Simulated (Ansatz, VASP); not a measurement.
**One calculation of SiGe, two programs**

```
Si Ge
1.0
     3.82629    0.00000    0.00000
    -1.91315    3.31366    0.00000
     0.00000    0.00000    6.32461
Si Ge
2 2
Cartesian
  1.9131 1.1046 5.5298
  0.0000 2.2091 2.3675
  1.9131 1.1046 3.1665
  0.0000 2.2091 0.0042
```

Change from the starting cell: equal strain along all axes, cell held, atoms relaxed: -2.0 %.

Alike in both runs: functional r2SCAN; k mesh 12 × 12 × 4; occupations gaussian, width 0.02 eV; no spin polarisation.

Ansatz relaxed the structure, and its values are those at the end. VASP's run is a single point on that final structure, the one shown.

|  | VASP | Ansatz |
| --- | --- | --- |
| version | VASP 6.6.1 | Ansatz 0.2.0 |
| potentials or method | VASP PAW PBE potentials, release 64 (Si, Ge_d), cutoff 520 eV | scalar-relativistic, plane waves, PAW |
| valence electrons in the cell | 36 | 36 |

Ansatz gave:

```
gap on the k mesh at the Fermi level (eV) : 0.56
least direct gap on the mesh (eV)         : 0.97
pressure (GPa)                            : 5.8
rms of the force components (eV/Å)        : 0.001
```

**Question.** Estimate VASP's values.

**Answer.** gap on the k mesh at the Fermi level (eV): 0.56; least direct gap on the mesh (eV): 0.96; pressure (GPa): 5.8; rms of the force components (eV/Å): 0.003.

VASP's potentials were made for PBE, not for r2SCAN. Ansatz's warnings: stress scf threshold loose.
